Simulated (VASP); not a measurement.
# InP (Fm-3m) in VASP: notebook

Runs on InP. Level: PBE. Tasks: relaxation of cell and atoms, single point.

Everything below comes from runs of VASP 6.6.1. Logs are shortened: lines on timing, memory, paths and dates and some standing lists are left out, and cuts for length are marked.

**1. The cell of the first run**

It takes space group Fm-3m (No. 225, cubic). Conventional cell: a = 5.544 Å, b = 5.544 Å, c = 5.544 Å, α = 90.00°, β = 90.00°, γ = 90.00°. Within 3.7 Å of In (site symmetry m-3m) lie 6 P at 2.77 Å. P (site symmetry m-3m) has 6 In at 2.77 Å within 3.7 Å.

**2. Relaxation of cell and atoms, PBE, target pressure 9 GPa, at which the enthalpy is minimised**

Input file INCAR:

```
SYSTEM = InP
ALGO = Normal ; EDIFF = 1E-7
EDIFFG = -0.001 ; ENCUT = 600
GGA = PE ; IBRION = 2
ISIF = 3 ; ISMEAR = -1
LASPH = .TRUE. ; LCHARG = .FALSE.
LREAL = .FALSE. ; LWAVE = .FALSE.
NELM = 100 ; NSW = 80
PREC = Accurate ; PSTRESS = 90.0
SIGMA = 0.15
```

Input file KPOINTS:

```
k-points
0
G
  14 14 14
  0 0 0
```

Input file POSCAR:

```
InP
1.0
    0.0000000000      2.7719816254      2.7719816254
    2.7719816254      0.0000000000      2.7719816254
    2.7719816254      2.7719816254      0.0000000000
In P
1 1
Direct
    0.0000000000      0.0000000000      0.0000000000
    0.5000000000      0.5000000000      0.5000000000
```

Potentials or basis: VASP PAW PBE potentials, release 64 (In_d, P).

Run with:

```sh
$ cat potpaw_PBE.64/In_d/POTCAR potpaw_PBE.64/P/POTCAR > POTCAR
$ mpirun -np 1 vasp_std > vasp.out
```

OUTCAR:

```text
SYSTEM = InP
   EDIFF = 1E-7
   EDIFFG = -0.001
   ENCUT = 600
   GGA = PE
   IBRION = 2
   ISIF = 3
   ISMEAR = -1
   LASPH = .TRUE.
   LREAL = .FALSE.
   NELM = 100
   NSW = 80
   PREC = Accurate
   PSTRESS = 90.0

 ion  position               nearest neighbor table
   1  0.000  0.000  0.000-   2 2.77   2 2.77   2 2.77   2 2.77   2 2.77   2 2.77
   2  0.500  0.500  0.500-   1 2.77   1 2.77   1 2.77   1 2.77   1 2.77   1 2.77

  LATTYP: Found a face centered cubic cell.
 ALAT       =     5.5439632508

  Lattice vectors:

 A1 = (   0.0000000000,   2.7719816254,   2.7719816254)
 A2 = (   2.7719816254,   0.0000000000,   2.7719816254)
 A3 = (   2.7719816254,   2.7719816254,   0.0000000000)

Analysis of symmetry for initial positions (statically):
=====================================================================
 Subroutine PRICEL returns:
 Original cell was already a primitive cell.

 Routine SETGRP: Setting up the symmetry group for a
 face centered cubic supercell.

 Subroutine GETGRP returns: Found 48 space group operations
[... 9 lines left out ...]

 Routine SETGRP: Setting up the symmetry group for a
 face centered cubic supercell.

 Subroutine GETGRP returns: Found 48 space group operations
[... 11 lines left out ...]
                                     Primitive cell

  volume of cell :      42.5992

  direct lattice vectors                    reciprocal lattice vectors
     0.000000000  2.771981625  2.771981625    -0.180376376  0.180376376  0.180376376
     2.771981625  0.000000000  2.771981625     0.180376376 -0.180376376  0.180376376
     2.771981625  2.771981625  0.000000000     0.180376376  0.180376376 -0.180376376

  length of vectors
     3.920174009  3.920174009  3.920174009     0.312421048  0.312421048  0.312421048

  position of ions in fractional coordinates (direct lattice)
     0.000000000  0.000000000  0.000000000
     0.500000000  0.500000000  0.500000000

  ion indices of the primitive-cell ions
   primitive index   ion index
                 1           1
                 2           2

----------------------------------------------------------------------------------------

 KPOINTS: k-points

Automatic generation of k-mesh.
 Grid dimensions read from file:
 generate k-points for:   14   14   14

 Generating k-lattice:

  Cartesian coordinates                     Fractional coordinates (reciprocal lattice)
    -0.012884027  0.012884027  0.012884027     0.071428571  0.000000000  0.000000000
     0.012884027 -0.012884027  0.012884027     0.000000000  0.071428571  0.000000000
     0.012884027  0.012884027 -0.012884027     0.000000000  0.000000000  0.071428571

  Length of vectors
     0.022315789  0.022315789  0.022315789

  Shift w.r.t. Gamma in fractional coordinates (k-lattice)
     0.000000000  0.000000000  0.000000000

 Subroutine IBZKPT returns following result:
 ===========================================

 Found    104 irreducible k-points:

 Following reciprocal coordinates:
            Coordinates               Weight
  0.000000  0.000000  0.000000      1.000000
  0.071429  0.000000  0.000000      8.000000
  0.142857  0.000000  0.000000      8.000000
  0.214286  0.000000  0.000000      8.000000
  0.285714  0.000000  0.000000      8.000000
  0.357143  0.000000  0.000000      8.000000
[... 16 lines left out ...]
  0.214286  0.142857  0.000000     24.000000
  0.285714  0.142857  0.000000     24.000000
 [... further k-points ...]
   k-points           NKPTS =    104   k-points in BZ     NKDIM =    104   number of bands    NBANDS=     13
   number of dos      NEDOS =    301   number of ions     NIONS =      2
   total plane-waves  NPLWV =  32768
   dimension x,y,z NGX =    32 NGY =   32 NGZ =   32
   dimension x,y,z NGXF=    64 NGYF=   64 NGZF=   64
   ions per type =               1   1
   NGX,Y,Z   is equivalent  to a cutoff of  13.57, 13.57, 13.57 a.u.
   NGXF,Y,Z  is equivalent  to a cutoff of  27.14, 27.14, 27.14 a.u.
 SYSTEM =  InP
   PREC   = accura    normal or accurate (medium, high low for compatibility)
   ISTART =      0    job   : 0-new  1-cont  2-samecut
   ICHARG =      2    charge: 1-file 2-atom 10-const
   ISPIN  =      1    spin polarized calculation?
   LNONCOLLINEAR =      F non collinear calculations
   LSORBIT =      F    spin-orbit coupling
   LASPH  =      T    aspherical Exc in radial PAW
   ENCUT  =  600.0 eV  44.10 Ry    6.64 a.u.   7.83  7.83  7.83*2*pi/ulx,y,z
   NELM   =    100;   NELMIN=  2; NELMDL= -5     # of ELM steps
   EDIFF  = 0.1E-06   stopping-criterion for ELM
   LREAL  =      F    real-space projection
   EDIFFG = -.1E-02   stopping-criterion for IOM
   NSW    =     80    number of steps for IOM
   IBRION =      2    ionic relax: 0-MD 1-quasi-New 2-CG
   NFREE  =      1    steps in history (QN), initial steepest desc. (CG)
   ISIF   =      3    stress and relaxation
   ISYM   =      2    0-nonsym 1-usesym 2-fastsym
   POTIM  = 0.5000    time-step for ionic-motion
   TEBEG  =    0.0;   TEEND  =   0.0 temperature during run
   PSTRESS=   90.0 pullay stress
   NELECT =      18.0000    total number of electrons
   NUPDOWN=      -1.0000    fix difference up-down
   EMIN   =  10.00;   EMAX   =-10.00  energy-range for DOS
   EFERMI =   0.00;   METHOD = LEGACY
   ISMEAR =    -1;   SIGMA  =   0.15  broadening in eV -4-tet -1-fermi 0-gaus
   EFERMI_NEDOS =   21; number of points for ismear=-14 and -15
   IALGO  =     38    algorithm
   IMIX   =      4    mixing-type and parameters
     AMIX     =   0.40;   BMIX     =  1.00
     AMIX_MAG =   1.60;   BMIX_MAG =  1.00
  volume/ion in A,a.u.               =      21.30       143.74
  Fermi-wavevector in a.u.,A,eV,Ry     =   1.228472  2.321476 20.533149  1.509144
  Thomas-Fermi vector in A             =   2.363396
   LORBIT       =      0    0 simple, 1 ext, 2 COOP (PROOUT), +10 PAW based schemes
   GGA     = PE    functional components
   LHFCALC =     F    Hartree Fock is set to
   AEXX    =    0.0000 exact exchange contribution
   IVDW    =     0    specifies the selected vdW correction
   LEPSILON=     F    determine dielectric tensor
   LRPA    =     F    only Hartree local field effects (RPA)
 conjugate gradient relaxation of ions
 non-spin polarized calculation
  energy-cutoff  :      600.00
  volume of cell :       42.60
 maximum number of plane-waves:      1436
   NGX = 15   NGY = 15   NGZ = 15

--------------------------------------- Ionic step        1  -------------------------------------------

 number of electron      17.9999998 magnetization

 Free energy of the ion-electron system (eV)
  ---------------------------------------------------
  ext. energy  EPLUGINS =         0.00000000
  ---------------------------------------------------
  free energy    TOTEN  =        -7.95450384 eV

  energy without entropy =       -7.88362137  energy(sigma->0) =       -7.91906261

------------------------ aborting loop because EDIFF is reached ----------------------------------------

  FORCE on cell =-STRESS in cart. coord.  units (eV):
  Direction    XX          YY          ZZ          XY          YZ          ZX
  --------------------------------------------------------------------------------------
  -------------------------------------------------------------------------------------
  Total        0.0032009      0.0032009      0.0032009      0.0000000      0.0000000      0.0000000
  in kB        0.1203882      0.1203882      0.1203882      0.0000000      0.0000000      0.0000000
  external PRESSURE =     -89.8796118 kB  Pullay stress =      90.0000000 kB
[... 213 lines left out ...]
  enthalpy is  TOTEN    =        -5.6824720487 eV   P V=        2.1708959417

--------------------------------------- Ionic step        7  -------------------------------------------

 number of electron      18.0000004 magnetization

 Free energy of the ion-electron system (eV)
  ---------------------------------------------------
  ext. energy  EPLUGINS =         0.00000000
  ---------------------------------------------------
  free energy    TOTEN  =        -7.85352967 eV

  energy without entropy =       -7.78977365  energy(sigma->0) =       -7.82165166

 E-fermi :   8.2779     XC(G=0): -10.8369

 val. band max:        8.2769299158   @ k =   0.5000   0.3571   0.0714
 cond. band min:       8.3467723533   @ k =  -0.4286   0.0714   0.0000
 fundamental gap:      0.0698424375
 Fermi energy:         8.2778547257

 k-point     1 :       0.0000    0.0000    0.0000
  band No.  band energies     occupation
      1      -6.0993      2.00000
      2      -6.0993      2.00000
      3      -6.0727      2.00000
      4      -6.0727      2.00000
      5      -6.0727      2.00000
      6      -4.5070      2.00000
      7       7.8849      1.86420
      8       7.8849      1.86420
      9       7.8849      1.86420
     10       9.5729      0.00036
     11      15.3611      0.00000
     12      15.3611      0.00000
     13      15.3611      0.00000
[... 353 lines left out ...]
 k-point    24 :       0.2857    0.1429    0.0000
  band No.  band energies     occupation
      1      -6.2160      2.00000
      2      -6.1031      2.00000
      3      -6.0919      2.00000
      4      -6.0208      2.00000
      5      -6.0005      2.00000
      6      -3.4424      2.00000
      7       4.3673      2.00000
      8       7.0985      1.99923
      9       7.4746      1.99059
     10      10.7618      0.00000
     11      13.0332      0.00000
     12      14.0637      0.00000
     13      14.9307      0.00000

 [... further k-points ...]

------------------------ aborting loop because EDIFF is reached ----------------------------------------

  FORCE on cell =-STRESS in cart. coord.  units (eV):
  Direction    XX          YY          ZZ          XY          YZ          ZX
  --------------------------------------------------------------------------------------
  -------------------------------------------------------------------------------------
  Total        2.1710973      2.1710973      2.1710973     -0.0000000     -0.0000000      0.0000000
  in kB       90.0016490     90.0016490     90.0016490     -0.0000000     -0.0000000      0.0000000
  external PRESSURE =       0.0016490 kB  Pullay stress =      90.0000000 kB
[... 17 lines left out ...]
  FREE ENERGIE OF THE ION-ELECTRON SYSTEM (eV)
  ---------------------------------------------------
  free  energy   TOTEN  =        -7.8535296733 eV

  energy  without entropy=       -7.7897736481  energy(sigma->0) =       -7.82165166

  enthalpy is  TOTEN    =        -5.6824721615 eV   P V=        2.1710575117

 reached required accuracy - stopping structural energy minimisation
```

Wall time 1.8 min (1 thread of Intel Xeon 6975P-C (Granite Rapids), shared host); peak memory 0.24 GiB.

What came out:

```yaml
Free_energy: -7.8535 eV
Relaxed_volume: 19.32 Å³/atom
Relaxed_cell: a = 3.795 Å, b = 3.795 Å, c = 3.795 Å, α = 60.00°, β = 60.00°, γ = 60.00°
Space_group_after_relaxing_to_0.05_Å: Fm-3m (No. 225)
Energy_change_on_relaxing_the_enthalpy_is_what_falls: +50.5 meV/atom
Ionic_steps: 7
Pressure_after_relaxing: 9.0 GPa
Band_gap_on_the_k_mesh: zero (band 9 reaches 8.58 eV, above the bottom of band 10 at 5.85 eV)
```

Step by step:
```tsv
step	energy change (eV)	largest force (eV/Å)	pressure (GPa)	volume (Å³)
1	0.0000	0.0000	0.01	42.60
2	0.3648	0.0000	19.94	35.65
3	0.0987	0.0000	8.88	38.69
4	0.1030	0.0000	9.11	38.61
5	0.0993	0.0000	8.91	38.68
6	0.1011	0.0000	9.01	38.65
7	0.1010	0.0000	9.00	38.65
```

Final structure:
```xyz
2
Lattice="0.0000 2.6835 2.6835 2.6835 0.0000 2.6835 2.6835 2.6835 0.0000" Properties=species:S:1:pos:R:3 pbc="T T T"
In    0.0000    0.0000    0.0000
P     2.6835    2.6835    2.6835
```

Levels at points of the mesh, in eV from the Fermi level:
| k point | band 7 | band 8 | band 9 | band 10 | band 11 | band 12 |
| --- | --- | --- | --- | --- | --- | --- |
| (0.00, 0.00, 0.00) | -0.39 | -0.39 | -0.39 | 1.30 | 7.08 | 7.08 |
| (0.50, 0.00, 0.00) | -7.19 | 0.14 | 0.14 | 2.51 | 3.35 | 3.35 |
| (0.50, 0.50, 0.00) | -5.59 | -2.69 | -2.69 | -2.42 | 3.61 | 10.67 |

Caveat: the cell is relaxed towards a set pressure, so the enthalpy falls and the energy may rise; spin-orbit coupling is left out, which moves the levels of the heavy elements.

**3. Single point, PBE**

This run uses another cell than the first one, of 21.61 Å³/atom, 1.015 times its volume.

Input file INCAR:

```
SYSTEM = InP
  PREC = Accurate
  ENCUT = 500
  EDIFF = 1E-6
  ISMEAR = -1
  SIGMA = 0.15
  LREAL = .False.
  LASPH = .True.
  NELM = 120
  ALGO = Normal
  ISIF = 2
  LWAVE = .False.
  LCHARG = .False.
  GGA = PE
  NBANDS = 16
  GGA_COMPAT = .False.
```

Input file KPOINTS:

```
Automatic mesh
0
Gamma
  14 14 14
  0 0 0
```

Input file POSCAR:

```
InP
1.0
    0.0000000000      2.7853832156      2.7853832156
    2.7853832156      0.0000000000      2.7853832156
    2.7853832156      2.7853832156      0.0000000000
In P
1 1
Direct
    0.0000000000      0.0000000000      0.0000000000
    0.5000000000      0.5000000000      0.5000000000
```

Potentials or basis: VASP PAW PBE potentials, release 64 (In_d, P).

Run with:

```sh
$ cat potpaw_PBE.64/In_d/POTCAR potpaw_PBE.64/P/POTCAR > POTCAR
$ mpirun -np 1 vasp_std > vasp.out
```

Run time: 2.3 min. Hardware: 1 thread of AMD EPYC 7R13, shared host; peak memory 0.18 GiB.

Results (log left out):

* Free energy: -7.9525 eV
* Pressure: -1.1 GPa
* Band gap on the k mesh: zero (band 9 reaches 7.12 eV, above the bottom of band 10 at 4.55 eV)

Levels at points of the mesh, in eV from the Fermi level:
| k point | band 7 | band 8 | band 9 | band 10 | band 11 | band 12 |
| --- | --- | --- | --- | --- | --- | --- |
| (0.00, 0.00, 0.00) | -0.30 | -0.30 | -0.30 | 0.35 | 7.07 | 7.07 |
| (0.50, 0.00, 0.00) | -6.56 | 0.11 | 0.11 | 2.45 | 3.39 | 3.39 |
| (0.50, 0.50, 0.00) | -4.86 | -2.55 | -2.30 | -2.30 | 3.85 | 9.69 |

Caveat: spin-orbit coupling is left out, which moves the levels of the heavy elements.

[end of part 1 of 2]
